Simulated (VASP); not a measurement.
# Si (I4/mmm) in VASP: single point with PBEsol

Aim: the single point of Si with PBEsol.

All numbers are computed with VASP 6.6.1; they aren't measurements. Logs are shortened: lines on timing, memory, paths and dates and some standing lists are left out, and cuts for length are marked.

## 1. The cell of the first run

It takes space group I4/mmm (No. 139, tetragonal). The conventional cell has a = 3.254 Å, b = 3.254 Å, c = 2.641 Å, α = 90.00°, β = 90.00°, γ = 90.00°. Si (site symmetry 4/mmm) has 14 Si at 2.64 to 3.25 Å within 3.5 Å.

## 2. Single point, PBEsol

POSCAR

```
Si
1.0
   -1.6269150000      1.6269150000      1.3203300000
    1.6269150000     -1.6269150000      1.3203300000
    1.6269150000      1.6269150000     -1.3203300000
Si
1
Direct
    0.0000000000      0.0000000000      0.0000000000
```

INCAR.step1

```
  ALGO = Normal
  EDIFF = 1E-6
  ENCUT = 400
  GGA = PS
  GGA_COMPAT = False
  ISIF = 2
  ISMEAR = -1
  LASPH = True
  LCHARG = True
  LORBIT = 11
  LREAL = False
  LWAVE = False
  NBANDS = 8
  NEDOS = 2001
  NELM = 120
  PREC = Accurate
  SIGMA = 0.01
```

KPOINTS.step1

```
Automatic mesh
0
Gamma
  14 14 14
  0.5 0.5 0.5
```

INCAR.step2

```
  ALGO = Normal
  EDIFF = 1E-6
  ENCUT = 400
  GGA = PS
  GGA_COMPAT = False
  ICHARG = 11
  ISIF = 2
  ISMEAR = -5
  LASPH = True
  LCHARG = False
  LORBIT = 11
  LREAL = False
  LWAVE = False
  NEDOS = 1001
  NELM = 120
  PREC = Accurate
  SIGMA = 0.01
```

KPOINTS.step2

```
k-points
0
Gamma
  21 21 21
```

Potentials or basis: VASP PAW PBE potentials, release 64 (Si).

On the command line:

```sh
$ cat potpaw_PBE.64/Si/POTCAR > POTCAR
$ cp INCAR.step1 INCAR
$ cp KPOINTS.step1 KPOINTS
$ mpirun -np 1 vasp_std > vasp.out
$ cp INCAR.step2 INCAR
$ cp KPOINTS.step2 KPOINTS
$ mpirun -np 1 vasp_std > vasp.out
```

OUTCAR:

```text
EDIFF = 1E-6
   ENCUT = 400
   GGA = PS
   ICHARG = 11
   ISIF = 2
   ISMEAR = -5
   LASPH = True
   LORBIT = 11
   LREAL = False
   NELM = 120
   PREC = Accurate

 ion  position               nearest neighbor table
   1  0.000  0.000  0.000-

  LATTYP: Found a body centered tetragonal cell.
 ALAT       =     3.2538300000
 C/A-ratio  =     0.8115543836

  Lattice vectors:

 A1 = (  -1.6269150000,   1.6269150000,   1.3203300000)
 A2 = (   1.6269150000,  -1.6269150000,   1.3203300000)
 A3 = (   1.6269150000,   1.6269150000,  -1.3203300000)

Analysis of symmetry for initial positions (statically):
=====================================================================
 Subroutine PRICEL returns:
 Original cell was already a primitive cell.

 Routine SETGRP: Setting up the symmetry group for a
 body centered tetragonal supercell.

 Subroutine GETGRP returns: Found 16 space group operations
 (whereof 16 operations were pure point group operations)
 out of a pool of 16 trial point group operations.

The static configuration has the point symmetry D_4h.

Analysis of symmetry for dynamics (positions and initial velocities):
=====================================================================
 Subroutine PRICEL returns:
 Original cell was already a primitive cell.

 Routine SETGRP: Setting up the symmetry group for a
 body centered tetragonal supercell.

 Subroutine GETGRP returns: Found 16 space group operations
 (whereof 16 operations were pure point group operations)
 out of a pool of 16 trial point group operations.

The dynamic configuration has the point symmetry D_4h.

 Subroutine INISYM returns: Found 16 space group operations
 (whereof 16 operations are pure point group operations),
 and found     1 'primitive' translations

----------------------------------------------------------------------------------------

                                     Primitive cell

  volume of cell :      13.9789

  direct lattice vectors                    reciprocal lattice vectors
    -1.626915000  1.626915000  1.320330000     0.000000000  0.307330131  0.378693205
     1.626915000 -1.626915000  1.320330000     0.307330131  0.000000000  0.378693205
     1.626915000  1.626915000 -1.320330000     0.307330131  0.307330131  0.000000000

  length of vectors
     2.652729942  2.652729942  2.652729942     0.487709292  0.487709292  0.434630439

  position of ions in fractional coordinates (direct lattice)
     0.000000000  0.000000000  0.000000000

  ion indices of the primitive-cell ions
   primitive index   ion index
                 1           1

----------------------------------------------------------------------------------------

 KPOINTS: k-points

Automatic generation of k-mesh.
 Grid dimensions read from file:
 generate k-points for:   21   21   21

 Generating k-lattice:

  Cartesian coordinates                     Fractional coordinates (reciprocal lattice)
     0.000000000  0.014634768  0.018033010     0.047619048 -0.000000000  0.000000000
     0.014634768  0.000000000  0.018033010    -0.000000000  0.047619048  0.000000000
     0.014634768  0.014634768  0.000000000     0.000000000  0.000000000  0.047619048

  Length of vectors
     0.023224252  0.023224252  0.020696688

  Shift w.r.t. Gamma in fractional coordinates (k-lattice)
     0.000000000  0.000000000  0.000000000

 TETIRR: Found  22611 inequivalent tetrahedra from    55566

 Subroutine IBZKPT returns following result:
 ===========================================

 Found    726 irreducible k-points:

 Following reciprocal coordinates:
            Coordinates               Weight
  0.000000  0.000000  0.000000      1.000000
  0.047619 -0.000000  0.000000      8.000000
  0.095238  0.000000  0.000000      8.000000
  0.142857  0.000000  0.000000      8.000000
  0.190476  0.000000  0.000000      8.000000
  0.238095  0.000000 -0.000000      8.000000
[... 16 lines left out ...]
 -0.428571  0.047619 -0.000000     16.000000
 -0.380952  0.047619  0.000000     16.000000
 [... further k-points ...]
   k-points           NKPTS =    726   k-points in BZ     NKDIM =    726   number of bands    NBANDS=      6
   number of dos      NEDOS =   1001   number of ions     NIONS =      1
   total plane-waves  NPLWV =   5832
   dimension x,y,z NGX =    18 NGY =   18 NGZ =   18
   dimension x,y,z NGXF=    36 NGYF=   36 NGZF=   36
   ions per type =               1
   NGX,Y,Z   is equivalent  to a cutoff of  11.28, 11.28, 11.28 a.u.
   NGXF,Y,Z  is equivalent  to a cutoff of  22.56, 22.56, 22.56 a.u.
 SYSTEM =  unknown system
   PREC   = accura    normal or accurate (medium, high low for compatibility)
   ISTART =      0    job   : 0-new  1-cont  2-samecut
   ICHARG =     11    charge: 1-file 2-atom 10-const
   ISPIN  =      1    spin polarized calculation?
   LNONCOLLINEAR =      F non collinear calculations
   LSORBIT =      F    spin-orbit coupling
   LASPH  =      T    aspherical Exc in radial PAW
   ENCUT  =  400.0 eV  29.40 Ry    5.42 a.u.   4.33  4.33  4.33*2*pi/ulx,y,z
   NELM   =    120;   NELMIN=  2; NELMDL=  0     # of ELM steps
   EDIFF  = 0.1E-05   stopping-criterion for ELM
   LREAL  =      F    real-space projection
   EDIFFG = 0.1E-04   stopping-criterion for IOM
   NSW    =      0    number of steps for IOM
   IBRION =     -1    ionic relax: 0-MD 1-quasi-New 2-CG
   NFREE  =      0    steps in history (QN), initial steepest desc. (CG)
   ISIF   =      2    stress and relaxation
   ISYM   =      2    0-nonsym 1-usesym 2-fastsym
   POTIM  = 0.5000    time-step for ionic-motion
   TEBEG  =    0.0;   TEEND  =   0.0 temperature during run
   PSTRESS=    0.0 pullay stress
   NELECT =       4.0000    total number of electrons
   NUPDOWN=      -1.0000    fix difference up-down
   EMIN   =  10.00;   EMAX   =-10.00  energy-range for DOS
   EFERMI =   0.00;   METHOD = LEGACY
   ISMEAR =    -5;   SIGMA  =   0.01  broadening in eV -4-tet -1-fermi 0-gaus
   EFERMI_NEDOS =   21; number of points for ismear=-14 and -15
   IALGO  =     38    algorithm
   IMIX   =      4    mixing-type and parameters
     AMIX     =   0.40;   BMIX     =  1.00
     AMIX_MAG =   1.60;   BMIX_MAG =  1.00
  volume/ion in A,a.u.               =      13.98        94.33
  Fermi-wavevector in a.u.,A,eV,Ry     =   1.078791  2.038620 15.834333  1.163791
  Thomas-Fermi vector in A             =   2.214739
   LORBIT       =     11    0 simple, 1 ext, 2 COOP (PROOUT), +10 PAW based schemes
   GGA     = PS    functional components
   LHFCALC =     F    Hartree Fock is set to
   AEXX    =    0.0000 exact exchange contribution
   IVDW    =     0    specifies the selected vdW correction
   LEPSILON=     F    determine dielectric tensor
   LRPA    =     F    only Hartree local field effects (RPA)
 non-spin polarized calculation
 Fermi weights with tetrahedron method with Bloechl corrections
  energy-cutoff  :      400.00
  volume of cell :       13.98
 maximum number of plane-waves:       269
 NGX is ok and might be reduce to    18

 number of electron       4.0000000 magnetization

 Free energy of the ion-electron system (eV)
  ---------------------------------------------------
  ext. energy  EPLUGINS =         0.00000000
  ---------------------------------------------------
  free energy    TOTEN  =        -5.39101597 eV

  energy without entropy =       -5.39101597  energy(sigma->0) =       -5.39101597

 E-fermi :  10.5266     XC(G=0): -11.3754

 val. band max:       10.6192190842   @ k =   0.1905   0.1429   0.1429
 cond. band min:      10.2616649735   @ k =  -0.4762   0.1905   0.0000
 fundamental gap:     -0.3575541107
 Fermi energy:        10.5265964745

 k-point     1 :       0.0000    0.0000    0.0000
  band No.  band energies     occupation
      1      -4.2156      2.00000
      2      20.1226      0.00000
      3      20.6868      0.00000
      4      20.6868      0.00000
      5      23.5162      0.00000
      6      24.4480      0.00000

 k-point     2 :       0.0476   -0.0000    0.0000
  band No.  band energies     occupation
      1      -4.1372      2.00000
      2      19.3130      0.00000
      3      20.4415      0.00000
      4      21.5481      0.00000
      5      22.9287      0.00000
      6      24.7210      0.00000

 k-point     3 :       0.0952    0.0000    0.0000
  band No.  band energies     occupation
      1      -3.9022      2.00000
      2      18.3846      0.00000
      3      19.8901      0.00000
      4      21.3382      0.00000
      5      22.3794      0.00000
      6      24.7719      0.00000

 k-point     4 :       0.1429    0.0000    0.0000
  band No.  band energies     occupation
      1      -3.5111      2.00000
      2      17.5713      0.00000
      3      19.1616      0.00000
      4      19.3860      0.00000
      5      22.0787      0.00000
      6      24.3150      0.00000

 k-point     5 :       0.1905    0.0000    0.0000
  band No.  band energies     occupation
      1      -2.9648      2.00000
      2      16.8873      0.00000
      3      17.0423      0.00000
      4      18.7137      0.00000
      5      21.0963      0.00000
      6      23.4651      0.00000
[... 136 lines left out ...]
 k-point    21 :       0.4762    0.0476    0.0000
  band No.  band energies     occupation
      1       4.0457      2.00000
      2       4.5648      2.00000
      3      14.6773      0.00000
      4      16.1689      0.00000
      5      18.0737      0.00000
      6      20.3600      0.00000

 k-point    22 :      -0.4762    0.0476    0.0000
  band No.  band energies     occupation
      1       2.6330      2.00000
      2       6.1439      2.00000
      3      14.4883      0.00000
      4      16.4227      0.00000
      5      18.0709      0.00000
      6      20.6323      0.00000

 k-point    23 :      -0.4286    0.0476   -0.0000
  band No.  band energies     occupation
      1       1.2844      2.00000
      2       7.9315      2.00053
      3      14.4262      0.00000
      4      16.7430      0.00000
      5      18.2538      0.00000
      6      21.0699      0.00000

 k-point    24 :      -0.3810    0.0476    0.0000
  band No.  band energies     occupation
      1       0.0769      2.00000
      2       9.8473      1.86169
      3      14.4981      0.00000
      4      17.0908      0.00000
      5      18.6663      0.00000
      6      21.6521      0.00000

 [... further k-points ...]

------------------------ aborting loop because EDIFF is reached ----------------------------------------

  FORCE on cell =-STRESS in cart. coord.  units (eV):
  Direction    XX          YY          ZZ          XY          YZ          ZX
  --------------------------------------------------------------------------------------
  -------------------------------------------------------------------------------------
  Total        0.1221386      0.1221386     -0.0121632      0.0000000      0.0000000      0.0000000
  in kB       13.9988161     13.9988161     -1.3940707      0.0000000      0.0000000      0.0000000
  external PRESSURE =       8.8678538 kB  Pullay stress =       0.0000000 kB

 VOLUME and BASIS-vectors are now :
 -----------------------------------------------------------------------------
  energy-cutoff  :      400.00
  volume of cell :       13.98
      direct lattice vectors                 reciprocal lattice vectors
    -1.626915000  1.626915000  1.320330000     0.000000000  0.307330131  0.378693205
     1.626915000 -1.626915000  1.320330000     0.307330131  0.000000000  0.378693205
     1.626915000  1.626915000 -1.320330000     0.307330131  0.307330131  0.000000000

 POSITION                                       TOTAL-FORCE (eV/Angst)
 -----------------------------------------------------------------------------------
      0.00000      0.00000      0.00000        -0.000000     -0.000000      0.000000
 -----------------------------------------------------------------------------------
    total drift:                               -0.000000      0.000000      0.000000

  FREE ENERGIE OF THE ION-ELECTRON SYSTEM (eV)
  ---------------------------------------------------
  free  energy   TOTEN  =        -5.3910159702 eV

  energy  without entropy=       -5.3910159702  energy(sigma->0) =       -5.39101597

 total charge

# of ion       s       p       d       tot
------------------------------------------
    1        0.818   0.748   0.000   1.567
```

It took 16 s on 1 thread of Intel Xeon 6975P-C (Granite Rapids), shared host; peak memory 0.17 GiB.

What came out:

| Item | Value |
| --- | --- |
| Valence electrons inside the program's atomic spheres | Si 1.57 |

Caveat: the PAW data sets were made with another functional, which shifts forces and pressure a little.
